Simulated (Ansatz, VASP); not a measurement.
# Two plane-wave programs on CoO

```xyz
2
Lattice="1.5453 0.8922 2.2985 -1.5453 0.8922 2.2985 0.0000 -1.7844 2.2985" Properties=species:S:1:pos:R:3 pbc="T T T"
Co    0.0000    0.0000    0.0000
O     0.0000    0.0000    3.4477
```

Alike in both runs: functional PBE; k mesh 18 × 18 × 18; occupations gaussian, width 0.1 eV; collinear spin.

Ansatz relaxed the structure, and its values are those at the end. VASP's run is a single point on that final structure, the one shown.

|  | VASP | Ansatz |
| --- | --- | --- |
| version | VASP 6.6.1 | Ansatz 0.2.0 |
| potentials or method | VASP PAW PBE potentials, release 64 (Co, O), cutoff 520 eV | scalar-relativistic, plane waves, PAW |
| valence electrons in the cell | 15 | 23 |

|  | VASP | Ansatz | Ansatz less VASP |
| --- | --- | --- | --- |
| gap on the k mesh at the Fermi level (eV) | none | none | - |
| pressure (GPa) | -0.6 | 0.0 | +0.64 |
| net moment per atom (μB) | 1.42 | 1.44 | +0.018 |
| size of the moment on the site where the two differ most (μB) | 2.51 | 2.46 | -0.054 |

Site moments also hang on the region over which each program counts them. A gap of «none» marks a metal or a gap that the smearing closes. The functional is the same, so the differences come from potentials, cutoffs and numerics. VASP's potentials hold 15 valence electrons a cell and Ansatz's 23, so a difference there can come from the potentials and not from the codes.
